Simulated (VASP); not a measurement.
**SnO2: single point with PBE+D3(BJ)**

SnO2:

```
Sn O
1.0
     3.20404    0.00000    0.00000
    -1.60202    2.77478    0.00000
     0.00000    0.00000    4.35196
Sn O
1 2
Direct
  0.00000 0.00000 0.50000
  0.33333 0.66667 0.73174
  0.66667 0.33333 0.26826
```

This cell differs from its parent crystal: volume scaled by 0.94, then relaxed in part.

* Program: VASP 6.6.1
* Task: single point
* Functional: PBE
* Dispersion: D3(BJ)
* Potentials or basis: VASP PAW PBE potentials, release 64 (Sn_d, O)
* Cutoff: 520 eV
* k mesh: 12 × 12 × 6
* Occupations: gaussian, width 0.02 eV
* Spin: no spin polarisation
* Dipole correction: no
* Further INCAR settings: ALGO = Normal; EDIFF = 1e-06; NBANDS = 20

The pressure is 3.2 GPa, the largest force is 0.053 eV/Å and the band gap on the k mesh is 1.68 eV, indirect (least direct gap 1.69 eV). The dispersion energy per atom is -0.203 eV.

Forces in eV/Å, atoms in the order of the input:
```
Sn   0.000  0.000  0.000
O    0.000  0.000  0.053
O    0.000  0.000 -0.053
```

Stress tensor (GPa, compression positive):
```
3.45 0.00 0.00
0.00 3.45 0.00
0.00 0.00 2.80
```

Levels at points of the mesh, in eV from the valence-band top:
| k point | band 11 | band 12 | band 13 | band 14 | band 15 | band 16 |
| --- | --- | --- | --- | --- | --- | --- |
| (0.00, 0.00, 0.00) | -1.17 | -1.17 | -0.01 | 1.68 | 5.74 | 11.17 |
| (0.50, 0.00, 0.00) | -2.03 | -0.58 | -0.54 | 5.30 | 7.41 | 10.81 |
| (0.00, 0.00, 0.50) | -1.61 | -1.02 | -1.02 | 3.52 | 5.44 | 11.07 |
| (0.50, 0.00, 0.50) | -1.15 | -0.92 | -0.57 | 5.17 | 6.81 | 10.34 |

Run time: 87 s on 1 thread of Intel Xeon 8259CL, with other jobs on the host, peak memory 0.21 GiB.

Caveat: spin-orbit coupling is left out, which moves the levels of the heavy elements. A k mesh can miss the band edges.
